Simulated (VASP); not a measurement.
# Be (Pm-3m) in VASP: relaxation of cell and atoms with PBE

Aim: the relaxation of cell and atoms of Be with PBE.

All numbers are computed with VASP 6.6.1; they aren't measurements. Logs are shortened: lines on timing, memory, paths and dates and some standing lists are left out, and cuts for length are marked.

**1. The cell of the first run**

Symmetry: Pm-3m, No. 221, cubic system. Conventional cell: a = 2.187 Å, b = 2.187 Å, c = 2.187 Å, α = 90.00°, β = 90.00°, γ = 90.00°. Be (site symmetry m-3m) has 6 Be at 2.19 Å within 2.9 Å.

This isn't the form of Be at room conditions, which is hcp.

**2. Relaxation of cell and atoms, PBE, target pressure -1.3 GPa, at which the enthalpy is minimised**

Contents of INCAR:

```
ALGO     = Normal         # electronic algorithm
EDIFF    = 1E-7           # SCF threshold, eV
EDIFFG   = -0.005         # ionic threshold
ENCUT    = 600            # plane-wave cutoff, eV
GGA      = PE             # functional
IBRION   = 2              # ionic algorithm
ISIF     = 3              # what is computed and relaxed
ISMEAR   = -1             # smearing method
LASPH    = True           # aspherical terms in the spheres
LCHARG   = False          # write CHGCAR
LREAL    = False          # projectors in reciprocal space
LWAVE    = False          # write WAVECAR
NELM     = 80             # most SCF steps
NSW      = 32             # ionic steps
PREC     = Accurate       # precision mode
PSTRESS  = -13.0        
SIGMA    = 0.08           # smearing width, eV
```

Contents of KPOINTS:

```
k-points
0
Gamma
  19 19 19
```

Contents of POSCAR:

```
Be
1.0
    2.1868456356      0.0000000000      0.0000000000
    0.0000000000      2.1868456356      0.0000000000
    0.0000000000      0.0000000000      2.1868456356
Be
1
Direct
    0.0000000000      0.0000000000      0.0000000000
```

Potentials or basis: VASP PAW PBE potentials, release 64 (Be).

Command:

```sh
$ cat potpaw_PBE.64/Be/POTCAR > POTCAR
$ mpirun -np 1 vasp_std > vasp.out
```

OUTCAR:

```text
EDIFF = 1E-7
   EDIFFG = -0.005
   ENCUT = 600
   GGA = PE
   IBRION = 2
   ISIF = 3
   ISMEAR = -1
   LASPH = True
   LREAL = False
   NELM = 80
   NSW = 32
   PREC = Accurate
   PSTRESS = -13.0

 ion  position               nearest neighbor table
   1  0.000  0.000  0.000-

  LATTYP: Found a simple cubic cell.
 ALAT       =     2.1868456356

  Lattice vectors:

 A1 = (   2.1868456356,   0.0000000000,   0.0000000000)
 A2 = (   0.0000000000,   2.1868456356,   0.0000000000)
 A3 = (   0.0000000000,   0.0000000000,   2.1868456356)

Analysis of symmetry for initial positions (statically):
=====================================================================
 Subroutine PRICEL returns:
 Original cell was already a primitive cell.

 Routine SETGRP: Setting up the symmetry group for a
 simple cubic supercell.

 Subroutine GETGRP returns: Found 48 space group operations
 (whereof 48 operations were pure point group operations)
 out of a pool of 48 trial point group operations.

The static configuration has the point symmetry O_h .

Analysis of symmetry for dynamics (positions and initial velocities):
=====================================================================
 Subroutine PRICEL returns:
 Original cell was already a primitive cell.

 Routine SETGRP: Setting up the symmetry group for a
 simple cubic supercell.

 Subroutine GETGRP returns: Found 48 space group operations
 (whereof 48 operations were pure point group operations)
 out of a pool of 48 trial point group operations.

The dynamic configuration has the point symmetry O_h .

 Subroutine INISYM returns: Found 48 space group operations
 (whereof 48 operations are pure point group operations),
 and found     1 'primitive' translations

----------------------------------------------------------------------------------------

                                     Primitive cell

  volume of cell :      10.4581

  direct lattice vectors                    reciprocal lattice vectors
     2.186845636  0.000000000  0.000000000     0.457279647  0.000000000  0.000000000
     0.000000000  2.186845636  0.000000000     0.000000000  0.457279647  0.000000000
     0.000000000  0.000000000  2.186845636     0.000000000  0.000000000  0.457279647

  length of vectors
     2.186845636  2.186845636  2.186845636     0.457279647  0.457279647  0.457279647

  position of ions in fractional coordinates (direct lattice)
     0.000000000  0.000000000  0.000000000

  ion indices of the primitive-cell ions
   primitive index   ion index
                 1           1

----------------------------------------------------------------------------------------

 KPOINTS: k-points

Automatic generation of k-mesh.
 Grid dimensions read from file:
 generate k-points for:   19   19   19

 Generating k-lattice:

  Cartesian coordinates                     Fractional coordinates (reciprocal lattice)
     0.024067350  0.000000000  0.000000000     0.052631579  0.000000000  0.000000000
     0.000000000  0.024067350  0.000000000     0.000000000  0.052631579  0.000000000
     0.000000000  0.000000000  0.024067350     0.000000000  0.000000000  0.052631579

  Length of vectors
     0.024067350  0.024067350  0.024067350

  Shift w.r.t. Gamma in fractional coordinates (k-lattice)
     0.000000000  0.000000000  0.000000000

 Subroutine IBZKPT returns following result:
 ===========================================

 Found    220 irreducible k-points:

 Following reciprocal coordinates:
            Coordinates               Weight
  0.000000  0.000000  0.000000      1.000000
  0.052632  0.000000  0.000000      6.000000
  0.105263  0.000000  0.000000      6.000000
  0.157895  0.000000  0.000000      6.000000
  0.210526  0.000000  0.000000      6.000000
  0.263158  0.000000  0.000000      6.000000
[... 16 lines left out ...]
  0.263158  0.105263  0.000000     24.000000
  0.315789  0.105263  0.000000     24.000000
 [... further k-points ...]
   k-points           NKPTS =    220   k-points in BZ     NKDIM =    220   number of bands    NBANDS=      5
   number of dos      NEDOS =    301   number of ions     NIONS =      1
   total plane-waves  NPLWV =   5832
   dimension x,y,z NGX =    18 NGY =   18 NGZ =   18
   dimension x,y,z NGXF=    36 NGYF=   36 NGZF=   36
   ions per type =               1
   NGX,Y,Z   is equivalent  to a cutoff of  13.68, 13.68, 13.68 a.u.
   NGXF,Y,Z  is equivalent  to a cutoff of  27.37, 27.37, 27.37 a.u.
 SYSTEM =  unknown system
   PREC   = accura    normal or accurate (medium, high low for compatibility)
   ISTART =      0    job   : 0-new  1-cont  2-samecut
   ICHARG =      2    charge: 1-file 2-atom 10-const
   ISPIN  =      1    spin polarized calculation?
   LNONCOLLINEAR =      F non collinear calculations
   LSORBIT =      F    spin-orbit coupling
   LASPH  =      T    aspherical Exc in radial PAW
   ENCUT  =  600.0 eV  44.10 Ry    6.64 a.u.   4.37  4.37  4.37*2*pi/ulx,y,z
   NELM   =     80;   NELMIN=  2; NELMDL= -5     # of ELM steps
   EDIFF  = 0.1E-06   stopping-criterion for ELM
   LREAL  =      F    real-space projection
   EDIFFG = -.5E-02   stopping-criterion for IOM
   NSW    =     32    number of steps for IOM
   IBRION =      2    ionic relax: 0-MD 1-quasi-New 2-CG
   NFREE  =      1    steps in history (QN), initial steepest desc. (CG)
   ISIF   =      3    stress and relaxation
   ISYM   =      2    0-nonsym 1-usesym 2-fastsym
   POTIM  = 0.5000    time-step for ionic-motion
   TEBEG  =    0.0;   TEEND  =   0.0 temperature during run
   PSTRESS=  -13.0 pullay stress
   NELECT =       2.0000    total number of electrons
   NUPDOWN=      -1.0000    fix difference up-down
   EMIN   =  10.00;   EMAX   =-10.00  energy-range for DOS
   EFERMI =   0.00;   METHOD = LEGACY
   ISMEAR =    -1;   SIGMA  =   0.08  broadening in eV -4-tet -1-fermi 0-gaus
   EFERMI_NEDOS =   21; number of points for ismear=-14 and -15
   IALGO  =     38    algorithm
   IMIX   =      4    mixing-type and parameters
     AMIX     =   0.40;   BMIX     =  1.00
     AMIX_MAG =   1.60;   BMIX_MAG =  1.00
  volume/ion in A,a.u.               =      10.46        70.58
  Fermi-wavevector in a.u.,A,eV,Ry     =   0.943192  1.782374 12.103890  0.889611
  Thomas-Fermi vector in A             =   2.070875
   LORBIT       =      0    0 simple, 1 ext, 2 COOP (PROOUT), +10 PAW based schemes
   GGA     = PE    functional components
   LHFCALC =     F    Hartree Fock is set to
   AEXX    =    0.0000 exact exchange contribution
   IVDW    =     0    specifies the selected vdW correction
   LEPSILON=     F    determine dielectric tensor
   LRPA    =     F    only Hartree local field effects (RPA)
 conjugate gradient relaxation of ions
 non-spin polarized calculation
  energy-cutoff  :      600.00
  volume of cell :       10.46
 maximum number of plane-waves:       365
 NGX is ok and might be reduce to    18
   NGX =  9   NGY =  9   NGZ =  9

 number of electron       2.0000000 magnetization

 Free energy of the ion-electron system (eV)
  ---------------------------------------------------
  ext. energy  EPLUGINS =         0.00000000
  ---------------------------------------------------
  free energy    TOTEN  =        -2.76556671 eV

  energy without entropy =       -2.75699415  energy(sigma->0) =       -2.76128043

 E-fermi :   4.6107     XC(G=0):  -9.7021

 val. band max:        4.5855482832   @ k =   0.4737   0.3158   0.0526
 cond. band min:       4.6170416687   @ k =   0.4737   0.2632   0.1579
 fundamental gap:      0.0314933855
 Fermi energy:         4.6106542907

 k-point     1 :       0.0000    0.0000    0.0000
  band No.  band energies     occupation
      1      -4.9332      2.00000
      2      17.9929      0.00000
      3      17.9929      0.00000
      4      17.9929      0.00000
      5      23.6361      0.00000

 k-point     2 :       0.0526    0.0000    0.0000
  band No.  band energies     occupation
      1      -4.8652      2.00000
      2      17.0115      0.00000
      3      18.0602      0.00000
      4      18.0602      0.00000
      5      23.7193      0.00000

 k-point     3 :       0.1053    0.0000    0.0000
  band No.  band energies     occupation
      1      -4.6612      2.00000
      2      15.0741      0.00000
      3      18.2603      0.00000
      4      18.2603      0.00000
      5      23.9683      0.00000

 k-point     4 :       0.1579    0.0000    0.0000
  band No.  band energies     occupation
      1      -4.3221      2.00000
      2      12.9728      0.00000
      3      18.5867      0.00000
      4      18.5867      0.00000
      5      24.3814      0.00000

 k-point     5 :       0.2105    0.0000    0.0000
  band No.  band energies     occupation
      1      -3.8497      2.00000
      2      10.9127      0.00000
      3      19.0272      0.00000
      4      19.0272      0.00000
      5      24.9550      0.00000

 k-point     6 :       0.2632    0.0000    0.0000
  band No.  band energies     occupation
      1      -3.2470      2.00000
      2       8.9579      0.00000
      3      19.5607      0.00000
      4      19.5607      0.00000
      5      25.6822      0.00000
[... 113 lines left out ...]
 k-point    21 :       0.1579    0.1053    0.0000
  band No.  band energies     occupation
      1      -4.0479      2.00000
      2      12.8948      0.00000
      3      16.3176      0.00000
      4      18.8509      0.00000
      5      26.6023      0.00000

 k-point    22 :       0.2105    0.1053    0.0000
  band No.  band energies     occupation
      1      -3.5737      2.00000
      2      10.9851      0.00000
      3      16.6834      0.00000
      4      19.2888      0.00000
      5      27.2183      0.00000

 k-point    23 :       0.2632    0.1053    0.0000
  band No.  band energies     occupation
      1      -2.9688      2.00000
      2       9.0972      0.00000
      3      17.2323      0.00000
      4      19.8187      0.00000
      5      27.8718      0.00000

 k-point    24 :       0.3158    0.1053    0.0000
  band No.  band energies     occupation
      1      -2.2397      2.00000
      2       7.3130      0.00000
      3      17.8915      0.00000
      4      20.4051      0.00000
      5      27.9575      0.00000

 [... further k-points ...]

------------------------ aborting loop because EDIFF is reached ----------------------------------------

  FORCE on cell =-STRESS in cart. coord.  units (eV):
  Direction    XX          YY          ZZ          XY          YZ          ZX
  --------------------------------------------------------------------------------------
  -------------------------------------------------------------------------------------
  Total       -0.0801309     -0.0801309     -0.0801309     -0.0000000      0.0000000      0.0000000
  in kB      -12.2759784    -12.2759784    -12.2759784     -0.0000000      0.0000000      0.0000000
  external PRESSURE =       0.7240216 kB  Pullay stress =     -13.0000000 kB

 VOLUME and BASIS-vectors are now :
 -----------------------------------------------------------------------------
  energy-cutoff  :      600.00
  volume of cell :       10.46
      direct lattice vectors                 reciprocal lattice vectors
     2.186845636  0.000000000  0.000000000     0.457279647  0.000000000  0.000000000
     0.000000000  2.186845636  0.000000000     0.000000000  0.457279647  0.000000000
     0.000000000  0.000000000  2.186845636     0.000000000  0.000000000  0.457279647

 POSITION                                       TOTAL-FORCE (eV/Angst)
 -----------------------------------------------------------------------------------
      0.00000      0.00000      0.00000         0.000000      0.000000      0.000000
 -----------------------------------------------------------------------------------
    total drift:                                0.000000     -0.000000     -0.000000

  FREE ENERGIE OF THE ION-ELECTRON SYSTEM (eV)
  ---------------------------------------------------
  free  energy   TOTEN  =        -2.7655667132 eV

  energy  without entropy=       -2.7569941496  energy(sigma->0) =       -2.76128043

  enthalpy is  TOTEN    =        -2.8504236117 eV   P V=       -0.0848568986

 reached required accuracy - stopping structural energy minimisation
```

It took 4.7 s on 1 thread of Intel Xeon 6975P-C (Granite Rapids), shared host; peak memory 0.12 GiB.

What came out:

```
Free energy             : -2.7656 eV
Pressure after relaxing : -1.2 GPa
Band gap on the k mesh  : zero (bands 1 and 2 overlap by 6.62 eV)
```

Final structure:
```cif
data_structure
_symmetry_space_group_name_H-M 'P 1'
_symmetry_Int_Tables_number 1
_cell_length_a 2.1868
_cell_length_b 2.1868
_cell_length_c 2.1868
_cell_angle_alpha 90.000
_cell_angle_beta 90.000
_cell_angle_gamma 90.000
_cell_volume 10.46
loop_
_atom_site_label
_atom_site_type_symbol
_atom_site_fract_x
_atom_site_fract_y
_atom_site_fract_z
_atom_site_occupancy
Be1 Be 0.00000 0.00000 0.00000 1
```

Levels at points of the mesh, in eV from the Fermi level:
```tsv
k point	band 1	band 2	band 3	band 4	band 5
(0.00, 0.00, 0.00)	-9.54	13.38	13.38	13.38	19.03
```

Caveat: the cell is relaxed towards a set pressure, so the run minimises the enthalpy, not the energy.

The gap in the log of VASP goes by the Fermi energy; the results here count the filled bands.